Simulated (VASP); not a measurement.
Write the native input for VASP 6.6.1 that does the following.

```
Task                   : single point
Functional             : PBE
Potentials or basis    : VASP PAW PBE potentials, release 64 (Sn_d, Se)
Cutoff                 : 520 eV
k mesh                 : 10 × 10 × 10
Occupations            : gaussian, width 0.1 eV
Spin                   : no spin polarisation
Dipole correction      : no
Further INCAR settings : ALGO = Normal; EDIFF = 1e-07; NBANDS = 32
```

The structure of Sn3Se lies in POSCAR:

```
Sn3Se
1.0
    4.7527258473      0.0000000000      0.0000000000
    0.0000000000      4.7527258473      0.0000000000
    0.0000000000      0.0000000000      4.7527258473
Sn Se
3 1
Direct
    0.0000000000      0.5000000000      0.5000000000
    0.5000000000      0.0000000000      0.5000000000
    0.5000000000      0.5000000000      0.0000000000
    0.0000000000      0.0000000000      0.0000000000
```

One way to write it, as run:

INCAR

```
PREC = Accurate
ENCUT = 520
EDIFF = 1E-7
ISMEAR = 0
SIGMA = 0.1
LREAL = False
LASPH = True
NELM = 80
ALGO = Normal
ISIF = 2
LWAVE = False
LCHARG = False
GGA = PE
NBANDS = 32
```

KPOINTS

```
regular mesh
0
Gamma
  10 10 10
```

Potentials or basis: VASP PAW PBE potentials, release 64 (Sn_d, Se).

Command:

```sh
$ cat potpaw_PBE.64/Sn_d/POTCAR potpaw_PBE.64/Se/POTCAR > POTCAR
$ mpirun -np 1 vasp_std > vasp.out
```

Results of the run:

| Item | Value |
| --- | --- |
| Pressure | 0.0 GPa |
| Band gap on the k mesh | zero (band 24 reaches 9.12 eV, above the bottom of band 25 at 6.70 eV) |

Caveat: spin-orbit coupling is left out, which moves the levels of the heavy elements.

It took 100 s on 1 thread of Intel(R) Xeon(R) Platinum 8124M CPU @ 3.00GHz (Skylake/Cascade Lake), with other jobs on the host, peak memory 0.3 GiB.
